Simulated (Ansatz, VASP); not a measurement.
## One calculation of SrC2, two programs

File INCAR:

```
SYSTEM = SrC2
  PREC = Accurate
  ENCUT = 520
  EDIFF = 1E-6
  ISMEAR = 0
  SIGMA = 0.05
  LREAL = .FALSE.
  LASPH = .TRUE.
  NELM = 100
  ALGO = Normal
  ISIF = 2
  LWAVE = .FALSE.
  LCHARG = .TRUE.
  GGA = CA
  LELF = .TRUE.
  LVHAR = .TRUE.
  NBANDS = 16
```

Contents of KPOINTS:

```
Automatic mesh
0
G
  9 9 9
  0 0 0
```

File POSCAR:

```
SrC2
1.0
    2.4166325759      1.3952434683      2.3066623887
   -2.4166325759      1.3952434683      2.3066623887
    0.0000000000     -2.7904869365      2.3066623887
Sr C
1 2
Direct
    0.0000000000      0.0000000000      0.0000000000
    0.5915580000      0.5915580000      0.5915580000
    0.4084420000      0.4084420000      0.4084420000
```

Input for Ansatz:

```yaml
crystal:
  lattice:
    - [2.4166325759, 1.3952434683, 2.3066623887]
    - [-2.4166325759, 1.3952434683, 2.3066623887]
    - [0.0, -2.7904869365, 2.3066623887]
  atoms:
    - { symbol: Sr, position: [0.0, 0.0, 0.0] }
    - { symbol: C, position: [0.591558, 0.591558, 0.591558] }
    - { symbol: C, position: [0.408442, 0.408442, 0.408442] }
basis:
  ecutwfc: 420
kpoints:
  mp_grid: { grid: [9, 9, 9] }
hamiltonian:
  xc: lda
scf:
  occupations: { method: gaussian, width: 0.05 }
output:
  forces: true
  stress: true
  eigenvalues: true
```

Change from the starting cell: strain -0.040 along x and y, +0.000 along z, atoms carried along.

Alike in both runs: task single point; functional LDA; k mesh 9 × 9 × 9; occupations gaussian, width 0.05 eV; no spin polarisation.

|  | VASP | Ansatz |
| --- | --- | --- |
| version | VASP 6.6.1 | Ansatz 0.2.0 |
| potentials or method | VASP PAW LDA potentials, release 64 (Sr_sv, C), cutoff 520 eV | scalar-relativistic, plane waves, PAW |
| valence electrons in the cell | 18 | 18 |

|  | VASP | Ansatz | Ansatz less VASP |
| --- | --- | --- | --- |
| gap on the k mesh at the Fermi level (eV) | 1.37 | 1.41 | +0.037 |
| least direct gap on the mesh (eV) | 2.22 | 2.24 | +0.017 |
| pressure (GPa) | -1.8 | -2.3 | -0.52 |
| traceless stress, the component that is largest in VASP (GPa) | -2.65 | -2.89 | -0.232 |
| rms of the force components (eV/Å) | 0.290 | 0.326 | +0.0359 |

LDA's correlation is that of Perdew and Zunger in VASP and of Perdew and Wang (1992) in Ansatz. Atom by atom the forces differ by 0.036 eV/Å (rms over components).
